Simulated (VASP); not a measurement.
Here is a VASP 6.6.1 calculation.

File INCAR:

```
PREC = Accurate
ENCUT = 520
EDIFF = 1E-7
ISMEAR = -1
SIGMA = 0.0655
LREAL = Auto
LASPH = T
NELM = 100
ALGO = Normal
ISIF = 2
LWAVE = F
LCHARG = T
GGA = PE
LELF = T
LVHAR = T
NBANDS = 70
ISYM = 0
```

Contents of KPOINTS:

```
regular mesh
0
Gamma
  1 1 1
```

Contents of POSCAR:

```
BaZrBe3F12
1.0
    6.2858920000     -0.0721330000      0.0901150000
   -0.0721330000      6.3112050000      0.0957760000
    0.0901150000      0.0957760000      6.0782540000
Zr F Ba Be
1 12 1 3
Direct
    0.7003432646      0.8833719637      0.9076418546
    0.4500151537      1.0790948075      0.6759772626
    0.7324454389      0.8647902327      0.5573321763
    0.3926393872      0.6584604479      0.9308322084
    0.1896703776      0.2733247810      0.0877126720
    0.1267214639      0.1128340650      0.4697511325
    0.6795937178      0.6212516186      0.2158245472
    0.7618745856      0.2639813392      0.3652266909
    0.8218956557      0.1760067858      0.8320653673
    0.9631068005      0.9464153013      0.1373183415
    0.5239889336      0.9600184693      0.1597532792
    0.2676832209      0.6490555692      0.3297176756
    0.8830269696      0.6537226516      0.8908152051
    0.1556303359      0.4283689567      0.7106037206
    0.0479045572      0.1497049445      0.2429095494
    0.4491570636      0.6413780472      0.1928949641
    0.6129723122      0.0925139178      0.4735344043
```

Potentials or basis: VASP PAW PBE potentials, release 64 (Zr_sv, F, Ba_sv, Be).

Run with:

```console
$ cat potpaw_PBE.64/Zr_sv/POTCAR potpaw_PBE.64/F/POTCAR potpaw_PBE.64/Ba_sv/POTCAR potpaw_PBE.64/Be/POTCAR > POTCAR
$ mpirun -np 1 vasp_gam > vasp.out
```

Q: Estimate the pressure.

A: 3.5 GPa.

Q: Predict the largest force.

A: 2.130 eV/Å.

Q: Predict the band gap on the k mesh.

A: 5.84 eV.

Stress tensor (GPa, compression positive):
```
 3.44 -2.07 -1.72
-2.07  3.52  2.55
-1.72  2.55  3.39
```

Caveat: the k points lie up to 1.03 Å⁻¹ apart; spin-orbit coupling is left out, which moves the levels of the heavy elements.
